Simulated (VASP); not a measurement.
Input of a VASP 6.6.1 run:

Contents of INCAR:

```
PREC     = Accurate       # precision mode
ENCUT    = 400            # plane-wave cutoff, eV
EDIFF    = 1E-6           # SCF threshold, eV
ISMEAR   = -1             # smearing method
SIGMA    = 0.02           # smearing width, eV
LREAL    = Auto         
LASPH    = T              # aspherical terms in the spheres
NELM     = 200            # most SCF steps
ALGO     = Normal         # electronic algorithm
ISIF     = 2              # what is computed and relaxed
LWAVE    = F              # write WAVECAR
LCHARG   = F              # write CHGCAR
ISPIN    = 2              # spin polarisation
MAGMOM   = 0 0 0 0 0 0 0 0 0 0 0 0 0 0 0 0 0 0 0 0 0 0 0 0 0 0 0 0 0 0 0 0 0 0 0 0 # initial moments
LORBIT   = 11             # projections on sites
GGA      = PS             # functional
NBANDS   = 86             # bands
GGA_COMPAT= F            
NELMDL   = -8
```

File KPOINTS:

```
regular mesh
0
Gamma
  2 2 1
```

The input POSCAR:

```
Si7H4Cl
1.0
    7.6791800000      0.0000000000      0.0000000000
    0.0000000000      7.6791800000      0.0000000000
    0.0000000000      0.0000000000     21.2197350000
H Si Cl
12 21 3
Direct
    0.4093920184      0.0000000000      0.0471259420
    0.0906079816      0.0000000000      0.0471259420
    0.9093920184      0.0000000000      0.0471259420
    0.5906079816      0.0000000000      0.0471259420
    0.4093920184      0.5000000000      0.0471259420
    0.0906079816      0.5000000000      0.0471259420
    0.9093920184      0.5000000000      0.0471259420
    0.5906079816      0.5000000000      0.0471259420
    0.8713386065      0.3402453127      0.5676951197
    0.9408388656      0.6508849903      0.5696440130
    0.6393685263      0.5550035290      0.5811933090
    0.8478208611      0.5042783214      0.6658543097
    0.2500000000      0.0000000000      0.0879134447
    0.7500000000      0.0000000000      0.0879134447
    0.2500000000      0.5000000000      0.0879134447
    0.7500000000      0.5000000000      0.0879134447
    0.2497042653      0.2490940439      0.1494046933
    0.7498463378      0.2505886045      0.1492945600
    0.2499273360      0.7503311551      0.1532365979
    0.7499563756      0.7498537604      0.1526356950
   -0.0000821702      0.2485373438      0.2109296370
    0.4995659693      0.2484435838      0.2108181841
   -0.0013380335      0.7480878167      0.2179891973
    0.5011962215      0.7480546100      0.2179545598
   -0.0051156504      0.0053168437      0.2783718081
    0.5051366161      0.0053324704      0.2782899975
   -0.0025109452      0.4900144286      0.2780562528
    0.5022808425      0.4898556877      0.2779234519
    0.2500541725      0.1122093765      0.3164788816
    0.7499602822      0.0950436114      0.3361089099
    0.2499352795      0.4134475296      0.3325167350
    0.7497534893      0.4090677650      0.3343638834
    0.8249202389      0.5123626481      0.5958849156
    0.7497498431      0.0119079120      0.4287387661
    0.2492396324      0.4938549428      0.4255884911
    0.7476688917      0.5027771194      0.4257166265
```

Potentials or basis: VASP PAW PBE potentials, release 64 (H, Si, Cl).

Launch:

```bash
$ cat potpaw_PBE.64/H/POTCAR potpaw_PBE.64/Si/POTCAR potpaw_PBE.64/Cl/POTCAR > POTCAR
$ mpirun -np 1 vasp_std > vasp.out
```

Problem. What does it give for the net moment?

Solution. 0.00 μB per cell.

Problem. Estimate the largest force.

Solution. 0.497 eV/Å.

Forces in eV/Å, atoms in the order of the input:
```
H   -0.474 -0.073 -0.039
H    0.475 -0.076 -0.042
H   -0.483 -0.070 -0.050
H    0.484 -0.071 -0.051
H   -0.472  0.069 -0.037
H    0.473  0.071 -0.039
H   -0.486  0.080 -0.065
H    0.486  0.080 -0.066
H    0.003 -0.010  0.004
H    0.009  0.007 -0.007
H   -0.009  0.000 -0.004
H    0.001  0.003  0.013
Si  -0.006 -0.167  0.098
Si  -0.001 -0.082  0.082
Si  -0.004  0.115  0.169
Si   0.000  0.134 -0.010
Si   0.000  0.001  0.002
Si   0.000  0.001 -0.002
Si  -0.001  0.000 -0.005
Si   0.001  0.002  0.000
Si  -0.002 -0.002 -0.003
Si   0.005 -0.001 -0.001
Si   0.000 -0.001  0.001
Si   0.000 -0.001  0.001
Si  -0.004 -0.004 -0.006
Si   0.002 -0.005 -0.002
Si  -0.002  0.004 -0.003
Si   0.001  0.005  0.000
Si  -0.001 -0.003  0.011
Si  -0.001 -0.018  0.035
Si   0.000  0.015  0.033
Si  -0.001  0.017  0.045
Si   0.002 -0.007 -0.001
Cl   0.001  0.007 -0.025
Cl   0.000 -0.007 -0.023
Cl   0.002 -0.012 -0.017
```

Caveat: the k points lie up to 0.41 Å⁻¹ apart; there is no dipole correction, which matters where the two faces differ; no moment was typed at the start, so none could form; the PAW data sets were made with another functional, which shifts forces and pressure a little.
